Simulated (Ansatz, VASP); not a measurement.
Ti in VASP and in Ansatz

```
CELL_PARAMETERS angstrom
4.80694 0.00000 0.00000
-2.40347 4.16294 0.00000
0.00000 0.00000 2.96674
ATOMIC_POSITIONS crystal
Ti 0.00000 0.00000 0.00000
Ti 0.33333 0.66667 0.50000
Ti 0.66667 0.33333 0.50000
```

Alike in both runs: task single point; functional RPBE; k mesh 9 × 9 × 12; occupations fermi-dirac, width 0.1 eV; no spin polarisation.

|  | VASP | Ansatz |
| --- | --- | --- |
| version | VASP 6.6.1 | Ansatz 0.2.0 |
| potentials or method | VASP PAW PBE potentials, release 64 (Ti_sv), cutoff 520 eV | plane waves (420 eV) with PAW, scalar-relativistic |
| valence electrons in the cell | 36 | 36 |

VASP gave:

```
pressure (GPa)                                                : -9.7
traceless stress, the component that is largest in VASP (GPa) : -0.25
```

Problem. Which values does Ansatz return?

Solution. Pressure (GPa): -9.6; traceless stress, the component that is largest in VASP (GPa): -0.25.

VASP's potentials were made for PBE, not for RPBE.
